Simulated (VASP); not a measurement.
# MoS2 (P6_3/mmc) in VASP: a series of runs

MoS2 is run at these levels: r2SCAN+D3(BJ); tasks: relaxation of cell and atoms, relaxation of shape and atoms at fixed volume.

Everything below comes from runs of VASP 6.6.1. Logs are shortened: lines on timing, memory, paths and dates and some standing lists are left out, and cuts for length are marked.

## (1) The cell of the first run

Symmetry: P6_3/mmc, No. 194, hexagonal system. The conventional cell has a = 3.074 Å, b = 3.074 Å, c = 11.272 Å, α = 90.00°, β = 90.00°, γ = 120.00°. Within 3.1 Å of Mo (site symmetry -6m2) lie 6 S at 2.36 Å and 6 Mo at 3.07 Å. Within 3.2 Å of S (site symmetry 3m) lie 3 Mo at 2.36 Å and 10 S at 3.07 to 3.12 Å.

## (2) Relaxation of cell and atoms, r2SCAN+D3(BJ), target pressure 13.7 GPa, at which the enthalpy is minimised

File POSCAR:

```
MoS2
1.0
    3.0735493679      0.0000000000      0.0000000000
   -1.5367746840      2.6617718324      0.0000000000
    0.0000000000      0.0000000000     11.2716253179
Mo S
2 4
Direct
    0.3333333333      0.6666666667      0.2500000000
    0.6666666667      0.3333333333      0.7500000000
    0.3333333333      0.6666666667      0.6116900218
    0.6666666667      0.3333333333      0.1116900218
    0.3333333333      0.6666666667      0.8883099782
    0.6666666667      0.3333333333      0.3883099782
```

File INCAR.step1:

```
ALGO = Normal
EDIFF = 1E-4
ENCUT = 600
GGA = PE
ISMEAR = 0
LASPH = True
LCHARG = False
LREAL = False
LWAVE = True
NELM = 100
PREC = Accurate
SIGMA = 0.1
```

File INCAR.step2:

```
ALGO = Normal
EDIFF = 1E-7
EDIFFG = -0.05
ENCUT = 600
IBRION = 2
ISIF = 3
ISMEAR = 0
ISTART = 1
IVDW = 12
LASPH = True
LCHARG = False
LMIXTAU = True
LREAL = False
LWAVE = False
METAGGA = R2SCAN
NELM = 100
NSW = 80
PREC = Accurate
PSTRESS = 137.0
SIGMA = 0.1
VDW_A1 = 0.49484001
VDW_A2 = 5.73083694
VDW_S6 = 1.0
VDW_S8 = 0.78981345
```

File KPOINTS:

```
k-points
0
Gamma
  9 9 2
```

Potentials or basis: VASP PAW PBE potentials, release 64 (Mo_sv, S).

Run with:

```
cat potpaw_PBE.64/Mo_sv/POTCAR potpaw_PBE.64/S/POTCAR > POTCAR
cp INCAR.step1 INCAR
mpirun -np 1 vasp_std > vasp.out
cp INCAR.step2 INCAR
mpirun -np 1 vasp_std > vasp.out
```

OUTCAR:

```text
EDIFF = 1E-7
   EDIFFG = -0.05
   ENCUT = 600
   IBRION = 2
   ISIF = 3
   ISMEAR = 0
   ISTART = 1
   IVDW = 12
   LASPH = True
   LREAL = False
   METAGGA = R2SCAN
   NELM = 100
   NSW = 80
   PREC = Accurate
   PSTRESS = 137.0
 IVDW          = 12

 ion  position               nearest neighbor table
   1  0.333  0.667  0.250-   4 2.36   6 2.36   4 2.36   6 2.36   4 2.36   6 2.36
   2  0.667  0.333  0.750-   3 2.36   5 2.36   3 2.36   5 2.36   3 2.36   5 2.36
   3  0.333  0.667  0.612-   2 2.36   2 2.36   2 2.36
   4  0.667  0.333  0.112-   1 2.36   1 2.36   1 2.36
   5  0.333  0.667  0.888-   2 2.36   2 2.36   2 2.36
   6  0.667  0.333  0.388-   1 2.36   1 2.36   1 2.36

  LATTYP: Found a hexagonal cell.
 ALAT       =     3.0735493679
 C/A-ratio  =     3.6672992585

  Lattice vectors:

 A1 = (   3.0735493679,   0.0000000000,   0.0000000000)
 A2 = (  -1.5367746840,   2.6617718324,   0.0000000000)
 A3 = (   0.0000000000,   0.0000000000,  11.2716253179)

Analysis of symmetry for initial positions (statically):
=====================================================================
 Subroutine PRICEL returns:
 Original cell was already a primitive cell.

 Routine SETGRP: Setting up the symmetry group for a
 hexagonal supercell.

 Subroutine GETGRP returns: Found 24 space group operations
 (whereof 12 operations were pure point group operations)
 out of a pool of 24 trial point group operations.

The static configuration has the point symmetry D_3d.
 The point group associated with its full space group is D_6h.

Analysis of symmetry for dynamics (positions and initial velocities):
=====================================================================
 Subroutine PRICEL returns:
 Original cell was already a primitive cell.

 Routine SETGRP: Setting up the symmetry group for a
 hexagonal supercell.

 Subroutine GETGRP returns: Found 24 space group operations
 (whereof 12 operations were pure point group operations)
 out of a pool of 24 trial point group operations.

The dynamic configuration has the point symmetry D_3d.
 The point group associated with its full space group is D_6h.

 Subroutine INISYM returns: Found 24 space group operations
 (whereof 12 operations are pure point group operations),
 and found     1 'primitive' translations

----------------------------------------------------------------------------------------

                                     Primitive cell

  volume of cell :      92.2141

[... 102 lines left out ...]
   ISYM   =      2    0-nonsym 1-usesym 2-fastsym
   POTIM  = 0.5000    time-step for ionic-motion
   TEBEG  =    0.0;   TEEND  =   0.0 temperature during run
   PSTRESS=  137.0 pullay stress
   NELECT =      52.0000    total number of electrons
   NUPDOWN=      -1.0000    fix difference up-down
   EMIN   =  10.00;   EMAX   =-10.00  energy-range for DOS
   EFERMI =   0.00;   METHOD = LEGACY
   ISMEAR =     0;   SIGMA  =   0.10  broadening in eV -4-tet -1-fermi 0-gaus
   EFERMI_NEDOS =   21; number of points for ismear=-14 and -15
   IALGO  =     38    algorithm
   IMIX   =      4    mixing-type and parameters
     AMIX     =   0.40;   BMIX     =  1.00
     AMIX_MAG =   1.60;   BMIX_MAG =  1.00
  volume/ion in A,a.u.               =      15.37       103.72
  Fermi-wavevector in a.u.,A,eV,Ry     =   1.352519  2.555891 24.889247  1.829308
  Thomas-Fermi vector in A             =   2.479851
   LORBIT       =      0    0 simple, 1 ext, 2 COOP (PROOUT), +10 PAW based schemes
   METAGGA = R2SCAN    functional components
   LHFCALC =     F    Hartree Fock is set to
   AEXX    =    0.0000 exact exchange contribution
   IVDW    =    12    specifies the selected vdW correction
   LEPSILON=     F    determine dielectric tensor
   LRPA    =     F    only Hartree local field effects (RPA)
 conjugate gradient relaxation of ions
 non-spin polarized calculation
 Gauss-broadening in eV      SIGMA  =   0.10
  energy-cutoff  :      600.00
  volume of cell :       92.21
 maximum number of plane-waves:      3102
 NGX is ok and might be reduce to    28
   NGX = 13   NGY = 13   NGZ = 45

 number of electron      52.0000004 magnetization

 Free energy of the ion-electron system (eV)
  ---------------------------------------------------
  ext. energy  EPLUGINS =         0.00000000
  ---------------------------------------------------
  free energy    TOTEN  =       -89.31684424 eV

  energy without entropy =      -89.31684205  energy(sigma->0) =      -89.31684315

 E-fermi :  10.0989     XC(G=0): -12.4888

 val. band max:        9.8572123418   @ k =   0.0000   0.0000   0.0000
 cond. band min:      10.3848524153   @ k =   0.2222   0.1111   0.0000
 fundamental gap:      0.5276400735
 Fermi energy:        10.0988980386

 k-point     1 :       0.0000    0.0000    0.0000
  band No.  band energies     occupation
      1     -53.9040      2.00000
      2     -53.9040      2.00000
      3     -27.4098      2.00000
      4     -27.4092      2.00000
      5     -27.0560      2.00000
      6     -27.0560      2.00000
[... 805 lines left out ...]
     30      11.8051      0.00000
     31      12.8416      0.00000

------------------------ aborting loop because EDIFF is reached ----------------------------------------

 Edisp (eV)   -1.41081

 E8    (eV) :    -0.4417

  FORCE on cell =-STRESS in cart. coord.  units (eV):
  Direction    XX          YY          ZZ          XY          YZ          ZX
  --------------------------------------------------------------------------------------
  -------------------------------------------------------------------------------------
  Total       7.96003     7.96003     7.90335    -0.00000     0.00000     0.00000
  in kB     138.30174   138.30174   137.31694    -0.00000     0.00000     0.00000
  external pressure =        0.97 kB  Pullay stress =      137.00 kB

 VOLUME and BASIS-vectors are now :
 -----------------------------------------------------------------------------
  energy-cutoff  :      600.00
  volume of cell :       92.21
      direct lattice vectors                 reciprocal lattice vectors
     3.073549368  0.000000000  0.000000000     0.325356739  0.187844801  0.000000000
    -1.536774684  2.661771832  0.000000000     0.000000000  0.375689602  0.000000000
     0.000000000  0.000000000 11.271625318     0.000000000  0.000000000  0.088718350

 POSITION                                       TOTAL-FORCE (eV/Angst)
 -----------------------------------------------------------------------------------
     -0.00000      1.77451      2.81791        -0.000000      0.000000      0.000000
      1.53677      0.88726      8.45372         0.000000     -0.000000      0.000000
     -0.00000      1.77451      6.89474        -0.000000      0.000000     -0.003141
      1.53677      0.88726      1.25893         0.000000     -0.000000     -0.003141
     -0.00000      1.77451     10.01270        -0.000000      0.000000      0.003141
      1.53677      0.88726      4.37688         0.000000     -0.000000      0.003141
 -----------------------------------------------------------------------------------
    total drift:                                0.000000     -0.000000      0.000000

  FREE ENERGIE OF THE ION-ELECTRON SYSTEM (eV)
  ---------------------------------------------------
  free  energy   TOTEN  =       -90.7276587312 eV

  energy  without entropy=      -90.7276565439  energy(sigma->0) =      -90.72765764

  enthalpy is  TOTEN    =       -82.8425525344 eV   P V=        7.8851061969

 reached required accuracy - stopping structural energy minimisation
```

It took 7.1 min on 1 thread of Intel Xeon 8259CL, shared host; peak memory 0.32 GiB.

Results:

```yaml
Free_energy: -90.7277 eV
Pressure_after_relaxing: 13.8 GPa
Largest_force_after_relaxing: 0.003 eV/Å
Band_gap_on_the_k_mesh: 0.53 eV (least direct gap 1.96 eV)
Dispersion_energy_per_atom: -0.235 eV
```

Forces on the atoms (eV/Å):
```
Mo   0.000  0.000  0.000
Mo   0.000  0.000  0.000
S    0.000  0.000 -0.003
S    0.000  0.000 -0.003
S    0.000  0.000  0.003
S    0.000  0.000  0.003
```

Final structure:
```
Mo S
1.0
     3.07355    0.00000    0.00000
    -1.53677    2.66177    0.00000
     0.00000    0.00000   11.27163
Mo S
2 4
Direct
  0.33333 0.66667 0.25000
  0.66667 0.33333 0.75000
  0.33333 0.66667 0.61169
  0.66667 0.33333 0.11169
  0.33333 0.66667 0.88831
  0.66667 0.33333 0.38831
```

Levels at points of the mesh, in eV from the valence-band top:
```
           k point  band 24  band 25  band 26  band 27  band 28  band 29
(0.00, 0.00, 0.00)    -1.92    -0.86     0.00     2.02     2.02     2.03
(0.00, 0.00, 0.50)    -2.64    -0.25    -0.25     2.00     2.00     2.00
```

Caveat: the relaxation stopped at its first step, so nothing moved; the cell is relaxed towards a set pressure, so the run minimises the enthalpy, not the energy; the PAW data sets were made with another functional, which shifts forces and pressure a little. A k mesh can miss the band edges.

(Part 1 of 2 ends here.)
